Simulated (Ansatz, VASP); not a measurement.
# Au in VASP and in Ansatz

Contents of INCAR:

```
  ALGO = Normal
  EDIFF = 1E-6
  ENCUT = 520
  GGA = PS
  ISIF = 2
  ISMEAR = 0
  LASPH = T
  LCHARG = F
  LREAL = F
  LWAVE = F
  NBANDS = 12
  NELM = 100
  PREC = Accurate
  SIGMA = 0.15
```

KPOINTS

```
k-points
0
Gamma
  20 20 20
```

File POSCAR:

```
Au
1.0
   -1.6987007250      1.6987007250      1.6987007250
    1.6987007250     -1.6987007250      1.6987007250
    1.6987007250      1.6987007250     -1.6987007250
Au
1
Direct
    0.0000000000      0.0000000000      0.0000000000
```

Input for Ansatz:

```yaml
crystal:
  lattice:
    - [-1.698700725, 1.698700725, 1.698700725]
    - [1.698700725, -1.698700725, 1.698700725]
    - [1.698700725, 1.698700725, -1.698700725]
  atoms:
    - { symbol: Au, position: [0.0, 0.0, 0.0] }
basis:
  ecutwfc: 420
kpoints:
  mp_grid: { grid: [20, 20, 20] }
hamiltonian:
  xc: pbesol
scf:
  occupations: { method: gaussian, width: 0.15 }
output:
  forces: true
  stress: true
  eigenvalues: true
  write_density: true
  write_potential: true
  elf: true
  volumetric_format: npy
```

Change from the starting cell: strain +0.025 along x and y, +0.025 along z, atoms carried along.

Alike in both runs: task single point; functional PBEsol; k mesh 20 × 20 × 20; occupations gaussian, width 0.15 eV; no spin polarisation.

|  | VASP | Ansatz |
| --- | --- | --- |
| version | VASP 6.6.1 | Ansatz 0.2.0 |
| potentials or method | VASP PAW PBE potentials, release 64 (Au), cutoff 520 eV | scalar-relativistic, plane waves, PAW |
| valence electrons in the cell | 11 | 19 |

|  | VASP | Ansatz | Ansatz less VASP |
| --- | --- | --- | --- |
| gap on the k mesh at the Fermi level (eV) | none | none | - |
| pressure (GPa) | -16.1 | -16.0 | +0.12 |

VASP's potentials were made for PBE, not for PBEsol. A gap of «none» marks a metal or a gap that the smearing closes. With one functional, cell and mesh, what is left measures potentials, basis and numerics. VASP's potentials hold 11 valence electrons a cell and Ansatz's 19, so a difference there can come from the potentials and not from the codes.

Spin-orbit coupling is off throughout.
